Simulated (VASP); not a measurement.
# SrCd (Pm-3m) in VASP: notebook

SrCd is run at these levels: LDA; tasks: electric field gradients.

All numbers are computed with VASP 6.6.1; they aren't measurements. Logs are shortened: lines on timing, memory, paths and dates and some standing lists are left out, and cuts for length are marked.

### 1 The cell of the first run

The structure is cubic, space group Pm-3m (No. 221). Conventional cell: a = 3.949 Å, b = 3.949 Å, c = 3.949 Å, α = 90.00°, β = 90.00°, γ = 90.00°. Sr (site symmetry m-3m) has 8 Cd at 3.42 Å and 6 Sr at 3.95 Å within 4.5 Å. Cd (site symmetry m-3m) has 8 Sr at 3.42 Å and 6 Cd at 3.95 Å within 4.5 Å.

### 2 Electric field gradients, LDA (volume scaled by 0.96)

File INCAR:

```
PREC = Accurate
ENCUT = 520
EDIFF = 1E-8
ISMEAR = -1
SIGMA = 0.08
LREAL = F
LASPH = T
NELM = 80
ALGO = Normal
ISIF = 2
LWAVE = F
LCHARG = F
LEFG = T
NBANDS = 18
```

File KPOINTS:

```
Automatic mesh
0
Gamma
  10 10 10
```

File POSCAR:

```
SrCd
1.0
    3.9488987734      0.0000000000      0.0000000000
    0.0000000000      3.9488987734      0.0000000000
    0.0000000000      0.0000000000      3.9488987734
Sr Cd
1 1
Direct
    0.5000000000      0.5000000000      0.5000000000
    0.0000000000      0.0000000000      0.0000000000
```

Potentials or basis: VASP PAW LDA potentials, release 64 (Sr_sv, Cd).

Command:

```bash
> cat potpaw_LDA.64/Sr_sv/POTCAR potpaw_LDA.64/Cd/POTCAR > POTCAR
> mpirun -np 1 vasp_std > vasp.out
```

OUTCAR:

```text
PREC = Accurate
   ENCUT = 520
   EDIFF = 1E-8
   ISMEAR = -1
   LREAL = F
   LASPH = T
   NELM = 80
   ISIF = 2

 ion  position               nearest neighbor table
   1  0.500  0.500  0.500-   2 3.42   2 3.42   2 3.42   2 3.42   2 3.42   2 3.42   2 3.42   2 3.42

   2  0.000  0.000  0.000-   1 3.42   1 3.42   1 3.42   1 3.42   1 3.42   1 3.42   1 3.42   1 3.42

  LATTYP: Found a simple cubic cell.
 ALAT       =     3.9488987734

  Lattice vectors:

 A1 = (   3.9488987734,   0.0000000000,   0.0000000000)
 A2 = (   0.0000000000,   3.9488987734,   0.0000000000)
 A3 = (   0.0000000000,   0.0000000000,   3.9488987734)

Analysis of symmetry for initial positions (statically):
=====================================================================
 Subroutine PRICEL returns:
 Original cell was already a primitive cell.

 Routine SETGRP: Setting up the symmetry group for a
 simple cubic supercell.

 Subroutine GETGRP returns: Found 48 space group operations
 (whereof 48 operations were pure point group operations)
 out of a pool of 48 trial point group operations.

The static configuration has the point symmetry O_h .

Analysis of symmetry for dynamics (positions and initial velocities):
=====================================================================
 Subroutine PRICEL returns:
 Original cell was already a primitive cell.

 Routine SETGRP: Setting up the symmetry group for a
 simple cubic supercell.

 Subroutine GETGRP returns: Found 48 space group operations
 (whereof 48 operations were pure point group operations)
 out of a pool of 48 trial point group operations.

The dynamic configuration has the point symmetry O_h .

 Subroutine INISYM returns: Found 48 space group operations
 (whereof 48 operations are pure point group operations),
 and found     1 'primitive' translations

----------------------------------------------------------------------------------------

                                     Primitive cell

  volume of cell :      61.5783

  direct lattice vectors                    reciprocal lattice vectors
     3.948898773  0.000000000  0.000000000     0.253235157  0.000000000  0.000000000
[... 122 lines left out ...]
   NGX = 15   NGY = 15   NGZ = 15

 number of electron      22.0000013 magnetization

 Free energy of the ion-electron system (eV)
  ---------------------------------------------------
  ext. energy  EPLUGINS =         0.00000000
  ---------------------------------------------------
  free energy    TOTEN  =        -4.12433333 eV

  energy without entropy =       -4.09883368  energy(sigma->0) =       -4.11158351

 E-fermi :   2.2537     XC(G=0):  -9.6095

 val. band max:        2.2113269353   @ k =   0.5000   0.3000   0.3000
 cond. band min:       2.2620910162   @ k =   0.4000   0.3000   0.3000
 fundamental gap:      0.0507640809
 Fermi energy:         2.2537244745

 k-point     1 :       0.0000    0.0000    0.0000
  band No.  band energies     occupation
      1     -33.2369      2.00000
      2     -15.2734      2.00000
      3     -15.2734      2.00000
      4     -15.2734      2.00000
      5      -6.4205      2.00000
      6      -6.4205      2.00000
[... 481 lines left out ...]
      5      -6.3738      2.00000
      6      -6.2905      2.00000
[... 10 lines left out ...]
     17       9.1561      0.00000
     18       9.8514      0.00000

 [... further k-points ...]

------------------------ aborting loop because EDIFF is reached ----------------------------------------

  FORCE on cell =-STRESS in cart. coord.  units (eV):
  Direction    XX          YY          ZZ          XY          YZ          ZX
  --------------------------------------------------------------------------------------
  -------------------------------------------------------------------------------------
  Total       -0.3453563     -0.3453563     -0.3453563     -0.0000000      0.0000000     -0.0000000
  in kB       -8.9856593     -8.9856593     -8.9856593     -0.0000000      0.0000000     -0.0000000
  external PRESSURE =      -8.9856593 kB  Pullay stress =       0.0000000 kB

 VOLUME and BASIS-vectors are now :
 -----------------------------------------------------------------------------
  energy-cutoff  :      520.00
  volume of cell :       61.58
      direct lattice vectors                 reciprocal lattice vectors
     3.948898773  0.000000000  0.000000000     0.253235157  0.000000000  0.000000000
     0.000000000  3.948898773  0.000000000     0.000000000  0.253235157  0.000000000
     0.000000000  0.000000000  3.948898773     0.000000000  0.000000000  0.253235157

 POSITION                                       TOTAL-FORCE (eV/Angst)
 -----------------------------------------------------------------------------------
      1.97445      1.97445      1.97445         0.000000      0.000000      0.000000
      0.00000      0.00000      0.00000         0.000000      0.000000      0.000000
 -----------------------------------------------------------------------------------
    total drift:                                0.000000      0.000000     -0.000000

  FREE ENERGIE OF THE ION-ELECTRON SYSTEM (eV)
  ---------------------------------------------------
  free  energy   TOTEN  =        -4.1243333328 eV

  energy  without entropy=       -4.0988336805  energy(sigma->0) =       -4.11158351

 Electric field gradients (V/A^2)
---------------------------------------------------------------------
 ion       V_xx      V_yy      V_zz      V_xy      V_xz      V_yz
---------------------------------------------------------------------
   1      -0.000    -0.000     0.000     0.000    -0.000     0.000
   2       0.000     0.000    -0.000     0.000    -0.000    -0.000
---------------------------------------------------------------------

 Electric field gradients after diagonalization (V/A^2)
 (convention: |V_zz| > |V_xx| > |V_yy|)
----------------------------------------------------------------------
 ion       V_xx      V_yy      V_zz     asymmetry (V_yy - V_xx)/ V_zz
----------------------------------------------------------------------
   1      -0.000    -0.000     0.000       0.454
   2      -0.000     0.000     0.000       0.802
----------------------------------------------------------------------

           NMR quadrupolar parameters

 Cq : quadrupolar parameter    Cq=e*Q*V_zz/h
 eta: asymmetry parameters     (V_yy - V_xx)/ V_zz
 Q  : nuclear electric quadrupole moment in mb (millibarn)
----------------------------------------------------------------------
 ion       Cq(MHz)       eta       Q (mb)
----------------------------------------------------------------------
   1       0.000       0.454       1.000
   2       0.000       0.802       1.000
----------------------------------------------------------------------
```

OSZICAR:

```text
N       E                     dE             d eps       ncg     rms          rms(c)
DAV:   1     0.136385512812E+03    0.13639E+03   -0.11384E+04  2048   0.113E+03
DAV:   2     0.239229783368E+01   -0.13399E+03   -0.13020E+03  2180   0.289E+02
DAV:   3    -0.415911137909E+01   -0.65514E+01   -0.64871E+01  3400   0.549E+01
DAV:   4    -0.427874225035E+01   -0.11963E+00   -0.11932E+00  2446   0.503E+00
DAV:   5    -0.428116995343E+01   -0.24277E-02   -0.24267E-02  2660   0.510E-01    0.175E+01
DAV:   6    -0.413574981070E+01    0.14542E+00   -0.48142E-01  2220   0.571E+00    0.924E+00
DAV:   7    -0.412562735158E+01    0.10122E-01   -0.39421E-02  2330   0.151E+00    0.158E+00
DAV:   8    -0.412439069907E+01    0.12367E-02   -0.50575E-03  3026   0.696E-01    0.218E-01
DAV:   9    -0.412432118939E+01    0.69510E-04   -0.37148E-04  2964   0.118E-01    0.289E-02
DAV:  10    -0.412433104262E+01   -0.98532E-05   -0.34111E-05  3174   0.278E-02    0.144E-02
DAV:  11    -0.412433324989E+01   -0.22073E-05   -0.28668E-06  2548   0.104E-02    0.923E-03
DAV:  12    -0.412433334500E+01   -0.95114E-07   -0.21939E-07  2590   0.290E-03    0.268E-03
DAV:  13    -0.412433333268E+01    0.12321E-07   -0.52386E-08  3222   0.105E-03    0.405E-04
DAV:  14    -0.412433333281E+01   -0.13051E-09   -0.10379E-09  1284   0.191E-04
   1 F= -.41243333E+01 E0= -.41115835E+01  d E =-.254997E-01
```

It took 23 s on 1 thread of AMD EPYC 9R45 (Zen 5), shared host; peak memory 0.16 GiB.

What came out:

```
Free energy            : -4.1243 eV
Pressure               : -0.9 GPa
Band gap on the k mesh : zero (band 11 reaches 3.58 eV, above the bottom of band 12 at 1.39 eV)
```

Levels at points of the mesh, in eV from the Fermi level:
```tsv
k point	band 7	band 8	band 9	band 10	band 11	band 12	band 13	band 14	band 15	band 16
(0.00, 0.00, 0.00)	-8.50	-8.50	-8.50	-5.95	1.33	1.33	4.15	4.15	4.15	5.34
(0.50, 0.00, 0.00)	-8.54	-8.49	-8.48	-3.62	-2.48	1.70	2.24	2.24	5.38	6.32
(0.50, 0.50, 0.00)	-8.58	-8.58	-8.36	-3.23	0.06	0.06	1.16	3.93	3.93	6.40
(0.50, 0.50, 0.50)	-8.59	-8.36	-8.36	-0.86	-0.86	-0.86	-0.75	4.91	4.91	4.91
```

Caveat: without QUAD_EFG the Cq values of the log hold for a quadrupole moment of 1 mb, not for the nuclei.

### 3 Electric field gradients, LDA (volume scaled by 0.96)

File INCAR:

```
SYSTEM = SrCd
ALGO = Normal
EDIFF = 1E-8
ENCUT = 520
ISIF = 2
ISMEAR = -1
LASPH = .True.
LCHARG = .False.
LEFG = .True.
LREAL = .False.
LWAVE = .False.
NBANDS = 18
NELM = 100
PREC = Accurate
SIGMA = 0.08
```

File KPOINTS:

```
k-points
0
Gamma
  10 10 10
  0 0 0
```

POSCAR is that of step 2.

Potentials or basis: VASP PAW LDA potentials, release 64 (Sr_sv, Cd).

Command:

```bash
> cat potpaw_LDA.64/Sr_sv/POTCAR potpaw_LDA.64/Cd/POTCAR > POTCAR
> mpirun -np 1 vasp_std > vasp.out
```

OUTCAR:

```text
SYSTEM = SrCd
   EDIFF = 1E-8
   ENCUT = 520
   ISIF = 2
   ISMEAR = -1
   LASPH = .True.
   LREAL = .False.
   NELM = 100
   PREC = Accurate

 ion  position               nearest neighbor table
   1  0.500  0.500  0.500-   2 3.42   2 3.42   2 3.42   2 3.42   2 3.42   2 3.42   2 3.42   2 3.42

   2  0.000  0.000  0.000-   1 3.42   1 3.42   1 3.42   1 3.42   1 3.42   1 3.42   1 3.42   1 3.42

  LATTYP: Found a simple cubic cell.
 ALAT       =     3.9488987734

  Lattice vectors:

 A1 = (   3.9488987734,   0.0000000000,   0.0000000000)
 A2 = (   0.0000000000,   3.9488987734,   0.0000000000)
[... 717 lines left out ...]
  free  energy   TOTEN  =        -4.1243333328 eV

  energy  without entropy=       -4.0988336805  energy(sigma->0) =       -4.11158351

 Electric field gradients (V/A^2)
---------------------------------------------------------------------
 ion       V_xx      V_yy      V_zz      V_xy      V_xz      V_yz
---------------------------------------------------------------------
   1      -0.000    -0.000     0.000     0.000    -0.000     0.000
   2       0.000     0.000    -0.000     0.000    -0.000    -0.000
---------------------------------------------------------------------

 Electric field gradients after diagonalization (V/A^2)
 (convention: |V_zz| > |V_xx| > |V_yy|)
----------------------------------------------------------------------
 ion       V_xx      V_yy      V_zz     asymmetry (V_yy - V_xx)/ V_zz
----------------------------------------------------------------------
   1      -0.000    -0.000     0.000       0.454
   2      -0.000     0.000     0.000       0.802
----------------------------------------------------------------------

           NMR quadrupolar parameters

 Cq : quadrupolar parameter    Cq=e*Q*V_zz/h
 eta: asymmetry parameters     (V_yy - V_xx)/ V_zz
 Q  : nuclear electric quadrupole moment in mb (millibarn)
----------------------------------------------------------------------
 ion       Cq(MHz)       eta       Q (mb)
----------------------------------------------------------------------
   1       0.000       0.454       1.000
   2       0.000       0.802       1.000
----------------------------------------------------------------------
```

OSZICAR:

```text
N       E                     dE             d eps       ncg     rms          rms(c)
DAV:   1     0.136385512812E+03    0.13639E+03   -0.11384E+04  2048   0.113E+03
DAV:   2     0.239229783368E+01   -0.13399E+03   -0.13020E+03  2180   0.289E+02
DAV:   3    -0.415911137909E+01   -0.65514E+01   -0.64871E+01  3400   0.549E+01
DAV:   4    -0.427874225035E+01   -0.11963E+00   -0.11932E+00  2446   0.503E+00
DAV:   5    -0.428116995343E+01   -0.24277E-02   -0.24267E-02  2660   0.510E-01    0.175E+01
DAV:   6    -0.413574981070E+01    0.14542E+00   -0.48142E-01  2220   0.571E+00    0.924E+00
DAV:   7    -0.412562735158E+01    0.10122E-01   -0.39421E-02  2330   0.151E+00    0.158E+00
DAV:   8    -0.412439069907E+01    0.12367E-02   -0.50575E-03  3026   0.696E-01    0.218E-01
DAV:   9    -0.412432118939E+01    0.69510E-04   -0.37148E-04  2964   0.118E-01    0.289E-02
DAV:  10    -0.412433104262E+01   -0.98532E-05   -0.34111E-05  3174   0.278E-02    0.144E-02
DAV:  11    -0.412433324989E+01   -0.22073E-05   -0.28668E-06  2548   0.104E-02    0.923E-03
DAV:  12    -0.412433334500E+01   -0.95114E-07   -0.21939E-07  2590   0.290E-03    0.268E-03
DAV:  13    -0.412433333268E+01    0.12321E-07   -0.52386E-08  3222   0.105E-03    0.405E-04
DAV:  14    -0.412433333281E+01   -0.13051E-09   -0.10379E-09  1284   0.191E-04
   1 F= -.41243333E+01 E0= -.41115835E+01  d E =-.254997E-01
```

Wall time 23 s (1 thread of AMD EPYC 9R45 (Zen 5), shared host); peak memory 0.16 GiB.

What came out:

* Free energy: -4.1243 eV
* Pressure: -0.9 GPa
* Band gap on the k mesh: zero (band 11 reaches 3.58 eV, above the bottom of band 12 at 1.39 eV)

Caveat: without QUAD_EFG the Cq values of the log hold for a quadrupole moment of 1 mb, not for the nuclei.

[end of part 1 of 2]
